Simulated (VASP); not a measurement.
Input of a VASP 6.6.1 run:

INCAR

```
PREC     = Accurate       # precision mode
ENCUT    = 500            # plane-wave cutoff, eV
EDIFF    = 1E-6           # SCF threshold, eV
ISMEAR   = -1             # smearing method
SIGMA    = 0.05           # smearing width, eV
LREAL    = Auto         
LASPH    = True           # aspherical terms in the spheres
NELM     = 120            # most SCF steps
ALGO     = Normal         # electronic algorithm
ISIF     = 2              # what is computed and relaxed
LWAVE    = False          # write WAVECAR
LCHARG   = False          # write CHGCAR
GGA      = PS             # functional
ISYM     = 0            
NBANDS   = 294            # bands
GGA_COMPAT= False        
NCORE    = 4
```

Contents of KPOINTS:

```
Automatic mesh
0
Gamma
  1 1 1
  0.25 0.25 0.25
```

File POSCAR:

```
CaS
1.0
   11.2664380000      0.0000000000      0.0000000000
    0.0000000000     11.2664380000      0.0000000000
    0.0000000000      0.0000000000     11.2664380000
S Ca
32 32
Direct
    0.2500000000      0.0000000000      0.0000000000
    0.2500000000      0.0000000000      0.5000000000
    0.2500000000      0.5000000000      0.0000000000
    0.2500000000      0.5000000000      0.5000000000
    0.7500000000      0.0000000000      0.0000000000
    0.7500000000      0.0000000000      0.5000000000
    0.7500000000      0.5000000000      0.0000000000
    0.7500000000      0.5000000000      0.5000000000
    0.0000000000      0.2500000000      0.0000000000
    0.0000000000      0.2500000000      0.5000000000
    0.0000000000      0.7500000000      0.0000000000
    0.0000000000      0.7500000000      0.5000000000
    0.5000000000      0.2500000000      0.0000000000
    0.5000000000      0.2500000000      0.5000000000
    0.5000000000      0.7500000000      0.0000000000
    0.5000000000      0.7500000000      0.5000000000
    0.0000000000      0.0000000000      0.2500000000
    0.0000000000      0.0000000000      0.7500000000
    0.0000000000      0.5000000000      0.2500000000
    0.0000000000      0.5000000000      0.7500000000
    0.5000000000      0.0000000000      0.2500000000
    0.5000000000      0.0000000000      0.7500000000
    0.5000000000      0.5000000000      0.2500000000
    0.5000000000      0.5000000000      0.7500000000
    0.2500000000      0.2500000000      0.2500000000
    0.2500000000      0.2500000000      0.7500000000
    0.2500000000      0.7500000000      0.2500000000
    0.2500000000      0.7500000000      0.7500000000
    0.7500000000      0.2500000000      0.2500000000
    0.7500000000      0.2500000000      0.7500000000
    0.7500000000      0.7500000000      0.2500000000
    0.7500000000      0.7500000000      0.7500000000
    0.0000000000      0.0000000000      0.0000000000
    0.0000000000      0.0000000000      0.5000000000
    0.0000000000      0.5000000000      0.0000000000
    0.0000000000      0.5000000000      0.5000000000
    0.5000000000      0.0000000000      0.0000000000
    0.5000000000      0.0000000000      0.5000000000
    0.5000000000      0.5000000000      0.0000000000
    0.5000000000      0.5000000000      0.5000000000
    0.2500000000      0.2500000000      0.0000000000
    0.2500000000      0.2500000000      0.5000000000
    0.2500000000      0.7500000000      0.0000000000
    0.2500000000      0.7500000000      0.5000000000
    0.7500000000      0.2500000000      0.0000000000
    0.7500000000      0.2500000000      0.5000000000
    0.7500000000      0.7500000000      0.0000000000
    0.7500000000      0.7500000000      0.5000000000
    0.2500000000      0.0000000000      0.2500000000
    0.2500000000      0.0000000000      0.7500000000
    0.2500000000      0.5000000000      0.2500000000
    0.2500000000      0.5000000000      0.7500000000
    0.7500000000      0.0000000000      0.2500000000
    0.7500000000      0.0000000000      0.7500000000
    0.7500000000      0.5000000000      0.2500000000
    0.7500000000      0.5000000000      0.7500000000
    0.0000000000      0.2500000000      0.2500000000
    0.0000000000      0.2500000000      0.7500000000
    0.0000000000      0.7500000000      0.2500000000
    0.0000000000      0.7500000000      0.7500000000
    0.5000000000      0.2500000000      0.2500000000
    0.5000000000      0.2500000000      0.7500000000
    0.5000000000      0.7500000000      0.2500000000
    0.5000000000      0.7500000000      0.7500000000
```

Potentials or basis: VASP PAW PBE potentials, release 64 (S, Ca_sv).

Launch:

```sh
$ cat potpaw_PBE.64/S/POTCAR potpaw_PBE.64/Ca_sv/POTCAR > POTCAR
$ mpirun -np 4 vasp_std > vasp.out
```

Problem. Estimate the band gap on the k mesh.

Solution. 2.89 eV.

Problem. What does it give for the pressure?

Solution. 0.1 GPa.

Caveat: the k points lie up to 0.56 Å⁻¹ apart; the PAW data sets were made with another functional, which shifts forces and pressure a little. A k mesh can miss the band edges.
